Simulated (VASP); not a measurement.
# Hg (Pm-3n) in VASP: a series of runs, part 2 of 2

VASP 6.6.1. Earlier steps stand in the parts before.

**4. Single point, PBEsol**

This run uses another cell than the first one, of 24.04 Å³/atom.

The input, INCAR:

```
SYSTEM = Hg
ALGO = Normal
EDIFF = 1E-7
ENCUT = 520
GGA = PS
ISIF = 2
ISMEAR = 0
LASPH = .True.
LCHARG = .False.
LREAL = .False.
LWAVE = .False.
NBANDS = 58
NELM = 100
PREC = Accurate
SIGMA = 0.1
```

The input, KPOINTS:

```
k-points
0
Gamma
  8 8 8
  0 0 0
```

The input, POSCAR:

```
Hg
1.0
    5.7725857632      0.0000000000      0.0000000000
    0.0000000000      5.7725857632      0.0000000000
    0.0000000000      0.0000000000      5.7725857632
Hg
8
Direct
    0.5000000000      0.5000000000      0.5000000000
    0.0000000000      0.0000000000      0.0000000000
    0.2500000000      0.0000000000      0.5000000000
    0.5000000000      0.2500000000      0.0000000000
    0.5000000000      0.7500000000      0.0000000000
    0.7500000000      0.0000000000      0.5000000000
    0.0000000000      0.5000000000      0.7500000000
    0.0000000000      0.5000000000      0.2500000000
```

Potentials or basis: VASP PAW PBE potentials, release 64 (Hg).

Started as:

```
> cat potpaw_PBE.64/Hg/POTCAR > POTCAR
> mpirun -np 1 vasp_std > vasp.out
```

OUTCAR:

```text
SYSTEM = Hg
   EDIFF = 1E-7
   ENCUT = 520
   GGA = PS
   ISIF = 2
   ISMEAR = 0
   LASPH = .True.
   LREAL = .False.
   NELM = 100
   PREC = Accurate

 ion  position               nearest neighbor table
   1  0.500  0.500  0.500-   3 3.23   4 3.23   5 3.23   6 3.23   7 3.23   8 3.23   4 3.23   5 3.23
                             3 3.23   6 3.23   7 3.23   8 3.23
   2  0.000  0.000  0.000-   3 3.23   4 3.23   5 3.23   6 3.23   7 3.23   8 3.23   3 3.23   6 3.23
                             7 3.23   8 3.23   4 3.23   5 3.23
   3  0.250  0.000  0.500-   6 2.89   6 2.89   1 3.23   2 3.23   1 3.23   2 3.23   8 3.53   5 3.53
                             4 3.53   5 3.53   4 3.53   7 3.53   8 3.53   7 3.53
   4  0.500  0.250  0.000-   5 2.89   5 2.89   1 3.23   1 3.23   2 3.23   2 3.23   8 3.53   3 3.53
                             3 3.53   6 3.53   6 3.53   7 3.53   7 3.53   8 3.53
   5  0.500  0.750  0.000-   4 2.89   4 2.89   1 3.23   1 3.23   2 3.23   2 3.23   8 3.53   3 3.53
                             3 3.53   6 3.53   6 3.53   7 3.53   7 3.53   8 3.53
   6  0.750  0.000  0.500-   3 2.89   3 2.89   1 3.23   2 3.23   1 3.23   2 3.23   8 3.53   4 3.53
                             4 3.53   5 3.53   5 3.53   7 3.53   8 3.53   7 3.53
   7  0.000  0.500  0.750-   8 2.89   8 2.89   1 3.23   2 3.23   2 3.23   1 3.23   3 3.53   4 3.53
                             5 3.53   3 3.53   6 3.53   6 3.53   4 3.53   5 3.53
   8  0.000  0.500  0.250-   7 2.89   7 2.89   1 3.23   2 3.23   2 3.23   1 3.23   3 3.53   4 3.53
                             5 3.53   3 3.53   6 3.53   6 3.53   4 3.53   5 3.53

  LATTYP: Found a simple cubic cell.
 ALAT       =     5.7725857632

  Lattice vectors:

 A1 = (   5.7725857632,   0.0000000000,   0.0000000000)
 A2 = (   0.0000000000,   5.7725857632,   0.0000000000)
 A3 = (   0.0000000000,   0.0000000000,   5.7725857632)

Analysis of symmetry for initial positions (statically):
=====================================================================
 Subroutine PRICEL returns:
 Original cell was already a primitive cell.

 Routine SETGRP: Setting up the symmetry group for a
 simple cubic supercell.

 Subroutine GETGRP returns: Found 48 space group operations
 (whereof 24 operations were pure point group operations)
 out of a pool of 48 trial point group operations.

The static configuration has the point symmetry T_h .
 The point group associated with its full space group is O_h .

Analysis of symmetry for dynamics (positions and initial velocities):
=====================================================================
 Subroutine PRICEL returns:
 Original cell was already a primitive cell.

 Routine SETGRP: Setting up the symmetry group for a
 simple cubic supercell.

 Subroutine GETGRP returns: Found 48 space group operations
 (whereof 24 operations were pure point group operations)
 out of a pool of 48 trial point group operations.

The dynamic configuration has the point symmetry T_h .
 The point group associated with its full space group is O_h .

 Subroutine INISYM returns: Found 48 space group operations
 (whereof 24 operations are pure point group operations),
 and found     1 'primitive' translations

----------------------------------------------------------------------------------------

                                     Primitive cell

  volume of cell :     192.3584

  direct lattice vectors                    reciprocal lattice vectors
[... 81 lines left out ...]
   k-points           NKPTS =     35   k-points in BZ     NKDIM =     35   number of bands    NBANDS=     58
   number of dos      NEDOS =    301   number of ions     NIONS =      8
   total plane-waves  NPLWV = 110592
   dimension x,y,z NGX =    48 NGY =   48 NGZ =   48
   dimension x,y,z NGXF=    96 NGYF=   96 NGZF=   96
   ions per type =               8
   NGX,Y,Z   is equivalent  to a cutoff of  13.82, 13.82, 13.82 a.u.
   NGXF,Y,Z  is equivalent  to a cutoff of  27.65, 27.65, 27.65 a.u.
 SYSTEM =  Hg
   PREC   = accura    normal or accurate (medium, high low for compatibility)
   ISTART =      0    job   : 0-new  1-cont  2-samecut
   ICHARG =      2    charge: 1-file 2-atom 10-const
   ISPIN  =      1    spin polarized calculation?
   LNONCOLLINEAR =      F non collinear calculations
   LSORBIT =      F    spin-orbit coupling
   LASPH  =      T    aspherical Exc in radial PAW
   ENCUT  =  520.0 eV  38.22 Ry    6.18 a.u.  10.73 10.73 10.73*2*pi/ulx,y,z
   NELM   =    100;   NELMIN=  2; NELMDL= -5     # of ELM steps
   EDIFF  = 0.1E-06   stopping-criterion for ELM
   LREAL  =      F    real-space projection
   EDIFFG = 0.1E-05   stopping-criterion for IOM
   NSW    =      0    number of steps for IOM
   IBRION =     -1    ionic relax: 0-MD 1-quasi-New 2-CG
   NFREE  =      0    steps in history (QN), initial steepest desc. (CG)
   ISIF   =      2    stress and relaxation
   ISYM   =      2    0-nonsym 1-usesym 2-fastsym
   POTIM  = 0.5000    time-step for ionic-motion
   TEBEG  =    0.0;   TEEND  =   0.0 temperature during run
   PSTRESS=    0.0 pullay stress
   NELECT =      96.0000    total number of electrons
   NUPDOWN=      -1.0000    fix difference up-down
   EMIN   =  10.00;   EMAX   =-10.00  energy-range for DOS
   EFERMI =   0.00;   METHOD = LEGACY
   ISMEAR =     0;   SIGMA  =   0.10  broadening in eV -4-tet -1-fermi 0-gaus
   EFERMI_NEDOS =   21; number of points for ismear=-14 and -15
   IALGO  =     38    algorithm
   IMIX   =      4    mixing-type and parameters
     AMIX     =   0.40;   BMIX     =  1.00
     AMIX_MAG =   1.60;   BMIX_MAG =  1.00
  volume/ion in A,a.u.               =      24.04       162.26
  Fermi-wavevector in a.u.,A,eV,Ry     =   1.298558  2.453920 22.942880  1.686254
  Thomas-Fermi vector in A             =   2.429879
   LORBIT       =      0    0 simple, 1 ext, 2 COOP (PROOUT), +10 PAW based schemes
   GGA     = PS    functional components
   LHFCALC =     F    Hartree Fock is set to
   AEXX    =    0.0000 exact exchange contribution
   IVDW    =     0    specifies the selected vdW correction
   LEPSILON=     F    determine dielectric tensor
   LRPA    =     F    only Hartree local field effects (RPA)
 non-spin polarized calculation
 Gauss-broadening in eV      SIGMA  =   0.10
  energy-cutoff  :      520.00
  volume of cell :      192.36
 maximum number of plane-waves:      5232
 NGX is ok and might be reduce to    48
   NGX = 21   NGY = 21   NGZ = 21

 number of electron      96.0000023 magnetization

 Free energy of the ion-electron system (eV)
  ---------------------------------------------------
  ext. energy  EPLUGINS =         0.00000000
  ---------------------------------------------------
  free energy    TOTEN  =        -4.25001906 eV

  energy without entropy =       -4.24003949  energy(sigma->0) =       -4.24502928

 E-fermi :   2.4221     XC(G=0): -10.9401

 val. band max:        2.4029931152   @ k =   0.3750   0.2500   0.1250
 cond. band min:       2.4631433498   @ k =   0.2500   0.2500   0.2500
 fundamental gap:      0.0601502347
 Fermi energy:         2.4221243515

 k-point     1 :       0.0000    0.0000    0.0000
  band No.  band energies     occupation
      1      -6.6432      2.00000
      2      -5.8394      2.00000
      3      -5.8394      2.00000
      4      -5.3552      2.00000
      5      -5.1150      2.00000
      6      -5.1150      2.00000
[... 1453 lines left out ...]
     57       8.5475      0.00000
     58       8.6770      0.00000

 [... further k-points ...]

------------------------ aborting loop because EDIFF is reached ----------------------------------------

  FORCE on cell =-STRESS in cart. coord.  units (eV):
  Direction    XX          YY          ZZ          XY          YZ          ZX
  --------------------------------------------------------------------------------------
  -------------------------------------------------------------------------------------
  Total        0.4398616      0.4398616      0.4398616     -0.0000000      0.0000000      0.0000000
  in kB        3.6636628      3.6636628      3.6636628     -0.0000000      0.0000000      0.0000000
  external PRESSURE =       3.6636628 kB  Pullay stress =       0.0000000 kB

 VOLUME and BASIS-vectors are now :
 -----------------------------------------------------------------------------
  energy-cutoff  :      520.00
  volume of cell :      192.36
      direct lattice vectors                 reciprocal lattice vectors
     5.772585763  0.000000000  0.000000000     0.173232593  0.000000000  0.000000000
     0.000000000  5.772585763  0.000000000     0.000000000  0.173232593  0.000000000
     0.000000000  0.000000000  5.772585763     0.000000000  0.000000000  0.173232593

 POSITION                                       TOTAL-FORCE (eV/Angst)
 -----------------------------------------------------------------------------------
      2.88629      2.88629      2.88629         0.000000      0.000000     -0.000000
      0.00000      0.00000      0.00000         0.000000      0.000000     -0.000000
      1.44315      0.00000      2.88629         0.000000     -0.000000     -0.000000
      2.88629      1.44315      0.00000        -0.000000      0.000000      0.000000
      2.88629      4.32944      0.00000         0.000000     -0.000000      0.000000
      4.32944      0.00000      2.88629        -0.000000      0.000000      0.000000
      0.00000      2.88629      4.32944        -0.000000      0.000000      0.000000
      0.00000      2.88629      1.44315         0.000000     -0.000000     -0.000000
 -----------------------------------------------------------------------------------
    total drift:                                0.000000     -0.000000      0.000000

  FREE ENERGIE OF THE ION-ELECTRON SYSTEM (eV)
  ---------------------------------------------------
  free  energy   TOTEN  =        -4.2500190648 eV

  energy  without entropy=       -4.2400394902  energy(sigma->0) =       -4.24502928
```

Wall time 6.3 min (1 thread of AMD EPYC 7R43 (Zen 3), shared host); peak memory 0.42 GiB.

What came out:

| Quantity | Value |
| --- | --- |
| Free energy | -4.2500 eV |
| Pressure | 0.4 GPa |
| Band gap on the k mesh | zero (bands 48 and 49 overlap by 1.05 eV) |

Caveat: the PAW data sets were made with another functional, which shifts forces and pressure a little; spin-orbit coupling is left out, which moves the levels of the heavy elements.

**5. Overview**

| task | cell | k mesh | cutoff (eV) | smearing | gap on the mesh (eV) | pressure (GPa) |
| --- | --- | --- | --- | --- | --- | --- |
| single point | a = 5.715 Å, 8 atoms | 4 × 4 × 4 | 520 | gaussian 0.02 eV | none | 0.4 |
| relaxation of cell and atoms | relaxed from a = 6.359 Å, 8 atoms | 4 × 4 × 4 | 600 | gaussian 0.02 eV | none | -0.1 |
| single point | a = 5.773 Å, 8 atoms | 8 × 8 × 8 | 520 | gaussian 0.1 eV | none | 0.4 |

Alike in all rows: level PBEsol; potentials or basis VASP PAW PBE potentials, release 64 (Hg); no spin polarisation.

Caveats: the PAW data sets were made with another functional, which shifts forces and pressure a little; spin-orbit coupling is left out, which moves the levels of the heavy elements; the volume moved by over 15 % at a fixed basis, so the end points are rough (at least some runs).

Total energies depend on the potentials used, so only differences within one code and one set of settings carry meaning.
